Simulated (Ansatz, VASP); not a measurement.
WS2: VASP beside Ansatz

```
W S
1.0
     1.57900    0.91164    6.16333
    -1.57900    0.91164    6.16333
     0.00000   -1.82327    6.16333
W S
1 2
Cartesian
  0.0000 -0.1500 -0.1500
  0.0000 0.0000 13.8730
  0.0000 0.0000 10.7427
```

Alike in both runs: task single point; functional PBEsol; dispersion D3(BJ); k mesh 12 × 12 × 12; occupations gaussian, width 0.05 eV; no spin polarisation.

|  | VASP | Ansatz |
| --- | --- | --- |
| version | VASP 6.6.1 | Ansatz 0.2.0 |
| potentials or method | VASP PAW PBE potentials, release 64 (W_sv, S), cutoff 520 eV | scalar-relativistic, plane waves, PAW |
| valence electrons in the cell | 26 | 26 |

```tsv
	VASP	Ansatz	Ansatz less VASP
gap on the k mesh at the Fermi level (eV)	0.59	0.58	-0.018
least direct gap on the mesh (eV)	1.29	1.28	-0.014
pressure (GPa)	-0.6	-0.8	-0.12
traceless stress, the component that is largest in VASP (GPa)	-4.45	-4.42	+0.027
rms of the force components (eV/Å)	2.311	2.305	-0.0059
```

VASP's potentials were made for PBE, not for PBEsol. Atom by atom the forces differ by 0.011 eV/Å (rms over components).

Neither program's run includes spin-orbit coupling.
